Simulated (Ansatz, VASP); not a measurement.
## Hf in VASP and in Ansatz

Contents of INCAR:

```
ALGO = Normal ; EDIFF = 1E-7
ENCUT = 520 ; GGA = PE
ISIF = 2 ; ISMEAR = -1
LASPH = T ; LCHARG = F
LREAL = F ; LWAVE = F
NBANDS = 11 ; NELM = 100
PREC = Accurate ; SIGMA = 0.15
```

File KPOINTS:

```
k-points
0
Gamma
  13 13 13
```

The input POSCAR:

```
Hf
1.0
    0.0000000000      2.2200000000      2.2200000000
    2.2200000000      0.0000000000      2.2200000000
    2.2200000000      2.2200000000      0.0000000000
Hf
1
Direct
    0.0000000000      0.0000000000      0.0000000000
```

Input for Ansatz:

```yaml
crystal:
  lattice:
    - [0.0, 2.22, 2.22]
    - [2.22, 0.0, 2.22]
    - [2.22, 2.22, 0.0]
  atoms:
    - { symbol: Hf, position: [0.0, 0.0, 0.0] }
kpoints:
  mp_grid: { grid: [13, 13, 13] }
scf:
  occupations: { method: fermi_dirac, width: 0.15 }
hamiltonian:
  xc: pbe
  pseudopotentials: { kind: all_electron, lapw: { basis_error: 0.001 } }
output:
  forces: true
  stress: true
  eigenvalues: true
```

Alike in both runs: task single point; functional PBE; k mesh 13 × 13 × 13; occupations fermi-dirac, width 0.15 eV; no spin polarisation.

|  | VASP | Ansatz |
| --- | --- | --- |
| version | VASP 6.6.1 | Ansatz 0.2.0 |
| potentials or method | VASP PAW PBE potentials, release 64 (Hf_pv), cutoff 520 eV | all-electron LAPW, scalar-relativistic |

```tsv
	VASP	Ansatz	Ansatz less VASP
pressure (GPa)	3.2	3.7	+0.46
```

Ansatz ran all-electron here, and VASP with PAW potentials.

Neither program's run includes spin-orbit coupling.
